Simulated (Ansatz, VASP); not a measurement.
## W3C in VASP and in Ansatz

```
W C
1.0
     2.73176    0.00000    0.00000
    -0.91059    2.57552    0.00000
     0.00000    0.00000   21.31585
W C
3 1
Cartesian
  0.9106 1.2878 4.0000
  0.0000 0.0000 6.1580
  0.9106 1.2878 8.3159
  1.8212 2.5755 12.4459
```

Alike in both runs: task single point; functional PBEsol; k mesh 10 × 10 × 1; occupations gaussian, width 0.1 eV; no spin polarisation.

|  | VASP | Ansatz |
| --- | --- | --- |
| version | VASP 6.6.1 | Ansatz 0.2.0 |
| potentials or method | VASP PAW PBE potentials, release 64 (W_sv, C), cutoff 520 eV | scalar-relativistic, plane waves, PAW |
| valence electrons in the cell | 46 | 46 |

VASP gave:

```
gap on the k mesh at the Fermi level (eV)  : none
rms of the force components (eV/Å)         : 0.112
work function, face that differs most (eV) : 6.00
```

Question: What did Ansatz give for the same quantities?

Answer: gap on the k mesh at the Fermi level (eV): none; rms of the force components (eV/Å): 0.103; work function, face that differs most (eV): 6.01.

VASP's potentials were made for PBE, not for PBEsol. Atom by atom the forces differ by 0.016 eV/Å (rms over components). A gap of «none» marks a metal or a gap that the smearing closes.

Spin-orbit coupling is off throughout.
